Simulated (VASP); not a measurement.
# SiNi (P1) in VASP: single point with PBEsol

Aim: the single point of SiNi with PBEsol.

All numbers are computed with VASP 6.6.1; they aren't measurements. Logs are shortened: lines on timing, memory, paths and dates and some standing lists are left out, and cuts for length are marked.

**1. The cell of the first run**

The typed cell holds 16 atoms: a = 6.291 Å, b = 6.424 Å, c = 6.423 Å, α = 58.61°, β = 60.68°, γ = 60.68°.

**2. Single point, PBEsol**

Input file INCAR:

```
  PREC = Accurate
  ENCUT = 520
  EDIFF = 1E-7
  ISMEAR = 0
  SIGMA = 0.1
  LREAL = Auto
  LASPH = True
  NELM = 100
  ALGO = Fast
  ISIF = 2
  LWAVE = False
  LCHARG = False
  GGA = PS
  NBANDS = 70
```

Input file KPOINTS:

```
Automatic mesh
0
Gamma
  8 5 6
```

Input file POSCAR:

```
SiNi
1.0
   -6.2905200000     -0.0000130000     -0.0000230000
   -3.1452490000     -3.1443240000      4.6353720000
   -3.1452350000      3.1435240000      4.6348270000
Si Ni
8 8
Direct
    0.8315578526      0.6695873109      0.1673254401
    0.8152381736      0.1850688170      0.6826215373
    0.3317012175      0.1694671530      0.6672317672
    0.9533603455      0.0478988611      0.0927011197
    0.9533941907      0.5951561223      0.5454339311
    0.4051093205      0.0468157097      0.0937408865
    0.4051025816      0.5961771895      0.5443593646
    0.5521400459      0.4476508538      0.9450065387
    0.3162549641      0.6838504734      0.1813901583
    0.0817816888      0.4199104999      0.9174303364
    0.0556019181      0.9444755111      0.4419568983
    0.5813837986      0.9199326557      0.4175589417
    0.1738504319      0.8273210886      0.8160080979
    0.1739983634      0.3183697742      0.3249375925
    0.6817934918      0.8258476544      0.8173719813
    0.6816646989      0.3197380682      0.3234451593
```

Potentials or basis: VASP PAW PBE potentials, release 64 (Si, Ni).

Command:

```
cat potpaw_PBE.64/Si/POTCAR potpaw_PBE.64/Ni/POTCAR > POTCAR
mpirun -np 1 vasp_std > vasp.out
```

OUTCAR:

```text
PREC = Accurate
   ENCUT = 520
   EDIFF = 1E-7
   ISMEAR = 0
   LREAL = Auto
   LASPH = True
   NELM = 100
   ISIF = 2
   GGA = PS

 ion  position               nearest neighbor table
   1  0.832  0.670  0.167-  10 2.32  12 2.32  15 2.40  16 2.40  13 2.40  14 2.40   5 2.64   7 2.64
                             4 2.64   6 2.64   2 3.15   2 3.15
   2  0.815  0.185  0.683-  11 2.23  13 2.42  14 2.42  15 2.43  16 2.43   8 2.43   4 2.75   5 2.75
                             6 2.75   7 2.75   3 3.14   1 3.15   1 3.15
   3  0.332  0.169  0.667-  12 2.31  10 2.32  14 2.40  13 2.40  16 2.40  15 2.40   4 2.64   6 2.64
                             5 2.64   7 2.64   2 3.14
   4  0.953  0.048  0.093-  11 2.31  13 2.32  16 2.34   9 2.38  12 2.41  10 2.41   3 2.64   1 2.64
                             8 2.71   2 2.75   6 2.84   5 2.85
   5  0.953  0.595  0.545-  11 2.31  14 2.32  15 2.34   9 2.38  12 2.41  10 2.41   1 2.64   3 2.64
                             8 2.71   2 2.75   7 2.84   4 2.85
   6  0.405  0.047  0.094-  11 2.31  15 2.32  14 2.34   9 2.38  10 2.41  12 2.41   3 2.64   1 2.64
                             8 2.70   2 2.75   7 2.83   4 2.84
   7  0.405  0.596  0.544-  11 2.31  16 2.32  13 2.34   9 2.38  10 2.41  12 2.41   1 2.64   3 2.64
                             8 2.70   2 2.75   6 2.83   5 2.84
   8  0.552  0.448  0.945-   9 2.19   2 2.43  13 2.54  14 2.54  15 2.54  16 2.54   7 2.70   6 2.70
                             5 2.71   4 2.71
   9  0.316  0.684  0.181-   8 2.19   5 2.38   4 2.38   7 2.38   6 2.38  11 2.42  16 2.48  15 2.48
                            13 2.48  14 2.48
  10  0.082  0.420  0.917-   1 2.32   3 2.32   7 2.41   6 2.41   5 2.41   4 2.41  13 2.64  14 2.64
                            15 2.64  16 2.64
  11  0.056  0.944  0.442-   2 2.23   4 2.31   5 2.31   6 2.31   7 2.31   9 2.42  13 2.49  14 2.49
                            15 2.49  16 2.49
  12  0.581  0.920  0.418-   3 2.31   1 2.32   4 2.41   5 2.41   6 2.41   7 2.41  16 2.64  14 2.64
                            15 2.64  13 2.64
  13  0.174  0.827  0.816-   4 2.32   7 2.34   3 2.40   1 2.40   2 2.42   9 2.48  11 2.49   8 2.54
                            10 2.64  12 2.64
  14  0.174  0.318  0.325-   5 2.32   6 2.34   3 2.40   1 2.40   2 2.42   9 2.48  11 2.49   8 2.54
                            10 2.64  12 2.64
  15  0.682  0.826  0.817-   6 2.32   5 2.34   1 2.40   3 2.40   2 2.43   9 2.48  11 2.49   8 2.54
                            10 2.64  12 2.64
  16  0.682  0.320  0.323-   7 2.32   4 2.34   1 2.40   3 2.40   2 2.43   9 2.48  11 2.49   8 2.54
                            12 2.64  10 2.64

  LATTYP: Found a base centered monoclinic cell.
 ALAT       =    11.2006271121
 B/A-ratio  =     0.5616221250
 C/A-ratio  =     0.5613835690
 COS(beta)  =    -0.5612415683

  Lattice vectors:

 A1 = (   3.1452350000,  -3.1435240000,  -4.6348270000)
 A2 = (  -3.1452850000,  -3.1435370000,  -4.6348500000)
 A3 = (   0.0000140000,   6.2878480000,  -0.0005450000)

Analysis of symmetry for initial positions (statically):
=====================================================================
 Subroutine PRICEL returns:
 Original cell was already a primitive cell.

 Routine SETGRP: Setting up the symmetry group for a
 base centered monoclinic supercell.

 Subroutine GETGRP returns: Found  1 space group operations
 (whereof  1 operations were pure point group operations)
 out of a pool of  4 trial point group operations.

The static configuration has the point symmetry C_1 .

Analysis of symmetry for dynamics (positions and initial velocities):
=====================================================================
 Subroutine PRICEL returns:
 Original cell was already a primitive cell.

 Routine SETGRP: Setting up the symmetry group for a
 base centered monoclinic supercell.

 Subroutine GETGRP returns: Found  1 space group operations
 (whereof  1 operations were pure point group operations)
 out of a pool of  4 trial point group operations.

The dynamic configuration has the point symmetry C_1 .

 Subroutine INISYM returns: Found  1 space group operations
 (whereof  1 operations are pure point group operations),
 and found     1 'primitive' translations

----------------------------------------------------------------------------------------

                                     Primitive cell

  volume of cell :     183.3364

  direct lattice vectors                    reciprocal lattice vectors
    -6.290520000 -0.000013000 -0.000023000    -0.158968975 -0.000008996 -0.107871665
    -3.145249000 -3.144324000  4.635372000    -0.000000066 -0.159027575  0.107858781
    -3.145235000  3.143524000  4.634827000    -0.000000723  0.159046274  0.107885784

  length of vectors
[... 76 lines left out ...]
|                                                                             |
 -----------------------------------------------------------------------------

 WARNING: IBZKPT: internal override: KBLOWUP is changed to .FALSE.
      ... skipping the blow-up phase ...

 Subroutine IBZKPT returns following result:
 ===========================================

 Found    122 irreducible k-points:

 Following reciprocal coordinates:
            Coordinates               Weight
  0.000000  0.000000  0.000000      1.000000
  0.125000  0.000000  0.000000      2.000000
  0.250000  0.000000  0.000000      2.000000
  0.375000 -0.000000  0.000000      2.000000
  0.500000  0.000000  0.000000      1.000000
  0.000000  0.200000 -0.000000      2.000000
[... 16 lines left out ...]
  0.125000  0.000000  0.166667      2.000000
  0.250000  0.000000  0.166667      2.000000
 [... further k-points ...]
   k-points           NKPTS =    122   k-points in BZ     NKDIM =    122   number of bands    NBANDS=     70
   number of dos      NEDOS =    301   number of ions     NIONS =     16
   total plane-waves  NPLWV = 110592
   dimension x,y,z NGX =    48 NGY =   48 NGZ =   48
   dimension x,y,z NGXF=    96 NGYF=   96 NGZF=   96
   ions per type =               8   8
   NGX,Y,Z   is equivalent  to a cutoff of  12.69, 12.42, 12.42 a.u.
   NGXF,Y,Z  is equivalent  to a cutoff of  25.37, 24.84, 24.85 a.u.
 SYSTEM =  unknown system
   PREC   = accura    normal or accurate (medium, high low for compatibility)
   ISTART =      0    job   : 0-new  1-cont  2-samecut
   ICHARG =      2    charge: 1-file 2-atom 10-const
   ISPIN  =      1    spin polarized calculation?
   LNONCOLLINEAR =      F non collinear calculations
   LSORBIT =      F    spin-orbit coupling
   LASPH  =      T    aspherical Exc in radial PAW
   ENCUT  =  520.0 eV  38.22 Ry    6.18 a.u.  11.70 11.94 11.94*2*pi/ulx,y,z
   NELM   =    100;   NELMIN=  2; NELMDL= -5     # of ELM steps
   EDIFF  = 0.1E-06   stopping-criterion for ELM
   LREAL  =      T    real-space projection
   EDIFFG = 0.1E-05   stopping-criterion for IOM
   NSW    =      0    number of steps for IOM
   IBRION =     -1    ionic relax: 0-MD 1-quasi-New 2-CG
   NFREE  =      0    steps in history (QN), initial steepest desc. (CG)
   ISIF   =      2    stress and relaxation
   ISYM   =      2    0-nonsym 1-usesym 2-fastsym
   POTIM  = 0.5000    time-step for ionic-motion
   TEBEG  =    0.0;   TEEND  =   0.0 temperature during run
   PSTRESS=    0.0 pullay stress
   NELECT =     112.0000    total number of electrons
   NUPDOWN=      -1.0000    fix difference up-down
   EMIN   =  10.00;   EMAX   =-10.00  energy-range for DOS
   EFERMI =   0.00;   METHOD = LEGACY
   ISMEAR =     0;   SIGMA  =   0.10  broadening in eV -4-tet -1-fermi 0-gaus
   EFERMI_NEDOS =   21; number of points for ismear=-14 and -15
   IALGO  =     68    algorithm
   IMIX   =      4    mixing-type and parameters
     AMIX     =   0.40;   BMIX     =  1.00
     AMIX_MAG =   1.60;   BMIX_MAG =  1.00
  volume/ion in A,a.u.               =      11.46        77.33
  Fermi-wavevector in a.u.,A,eV,Ry     =   1.389093  2.625005 26.253514  1.929579
  Thomas-Fermi vector in A             =   2.513156
   LORBIT       =      0    0 simple, 1 ext, 2 COOP (PROOUT), +10 PAW based schemes
   GGA     = PS    functional components
   LHFCALC =     F    Hartree Fock is set to
   AEXX    =    0.0000 exact exchange contribution
   IVDW    =     0    specifies the selected vdW correction
   LEPSILON=     F    determine dielectric tensor
   LRPA    =     F    only Hartree local field effects (RPA)
 non-spin polarized calculation
 RMM-DIIS sequential band-by-band and
 Gauss-broadening in eV      SIGMA  =   0.10
  energy-cutoff  :      520.00
  volume of cell :      183.34
 maximum number of plane-waves:      4959
   NGX = 23   NGY = 23   NGZ = 23

 number of electron     111.9999999 magnetization

 Free energy of the ion-electron system (eV)
  ---------------------------------------------------
  ext. energy  EPLUGINS =         0.00000000
  ---------------------------------------------------
  free energy    TOTEN  =      -102.54477841 eV

  energy without entropy =     -102.52265741  energy(sigma->0) =     -102.53371791

 E-fermi :  11.2369     XC(G=0): -12.6394

 val. band max:       11.2344198107   @ k =   0.3750   0.4000   0.1667
 cond. band min:      11.2378709813   @ k =  -0.3750   0.0000   0.1667
 fundamental gap:      0.0034511705
 Fermi energy:        11.2368560374

 k-point     1 :       0.0000    0.0000    0.0000
  band No.  band energies     occupation
      1      -2.5321      2.00000
      2       1.5491      2.00000
      3       1.6294      2.00000
      4       1.6584      2.00000
      5       1.6624      2.00000
      6       2.7206      2.00000
[... 1693 lines left out ...]
     67      15.4437      0.00000
     68      15.6023      0.00000

 [... further k-points ...]

 [bands above 68 left out]

------------------------ aborting loop because EDIFF is reached ----------------------------------------

  FORCE on cell =-STRESS in cart. coord.  units (eV):
  Direction    XX          YY          ZZ          XY          YZ          ZX
  --------------------------------------------------------------------------------------
  -------------------------------------------------------------------------------------
  Total       -0.2414627     -0.2800281      0.8322096     -0.0427304      0.0834543      0.0399242
  in kB       -2.1101435     -2.4471662      7.2726815     -0.3734212      0.7293072      0.3488972
  external PRESSURE =       0.9051239 kB  Pullay stress =       0.0000000 kB

 VOLUME and BASIS-vectors are now :
 -----------------------------------------------------------------------------
  energy-cutoff  :      520.00
  volume of cell :      183.34
      direct lattice vectors                 reciprocal lattice vectors
    -6.290520000 -0.000013000 -0.000023000    -0.158968975 -0.000008996 -0.107871665
    -3.145249000 -3.144324000  4.635372000    -0.000000066 -0.159027575  0.107858781
    -3.145235000  3.143524000  4.634827000    -0.000000723  0.159046274  0.107885784

 POSITION                                       TOTAL-FORCE (eV/Angst)
 -----------------------------------------------------------------------------------
     -7.86323     -1.57942      3.87929        -0.005867     -0.006769     -0.051436
     -7.85736      1.56391      4.02168         0.005843     -0.003320     -0.002480
     -4.71819      1.56460      3.87804        -0.001504     -0.005814     -0.035997
     -6.43935      0.14079      0.65166        -0.044474      0.048664     -0.001162
     -9.58478     -0.15679      5.28674        -0.048591     -0.043589      0.001406
     -2.99043      0.14747      0.65147         0.043941      0.040739     -0.000587
[... 8 lines left out ...]
     -9.45716     -0.02731      7.61647        -0.012285     -0.019052      0.000711
     -6.31099      0.01139      2.98120        -0.008074      0.013604      0.002410
 -----------------------------------------------------------------------------------
    total drift:                               -0.002206      0.004902     -0.009830

  FREE ENERGIE OF THE ION-ELECTRON SYSTEM (eV)
  ---------------------------------------------------
  free  energy   TOTEN  =      -102.5447784086 eV

  energy  without entropy=     -102.5226574134  energy(sigma->0) =     -102.53371791
```

It took 1.7 h on 1 thread of Oxide Virtual Turin-like, shared host; peak memory 0.93 GiB.

What came out:

| Quantity | Value |
| --- | --- |
| Free energy | -102.5448 eV |
| Pressure | 0.1 GPa |
| Largest force | 0.089 eV/Å |
| Band gap on the k mesh | zero (bands 56 and 57 overlap by 0.62 eV) |

Forces on the atoms (eV/Å):
```
Si  -0.006 -0.007 -0.051
Si   0.006 -0.003 -0.002
Si  -0.002 -0.006 -0.036
Si  -0.044  0.049 -0.001
Si  -0.049 -0.044  0.001
Si   0.044  0.041 -0.001
Si   0.052 -0.040 -0.001
Si  -0.005  0.005  0.089
Ni  -0.004 -0.004 -0.010
Ni   0.009  0.004 -0.013
Ni  -0.002  0.007  0.034
Ni   0.010  0.007 -0.014
Ni   0.004 -0.016  0.000
Ni   0.008  0.013  0.003
Ni  -0.012 -0.019  0.001
Ni  -0.008  0.014  0.002
```

Caveat: the PAW data sets were made with another functional, which shifts forces and pressure a little. Spin polarisation is off, so any magnetic state and its effect on volume and gap are missing.
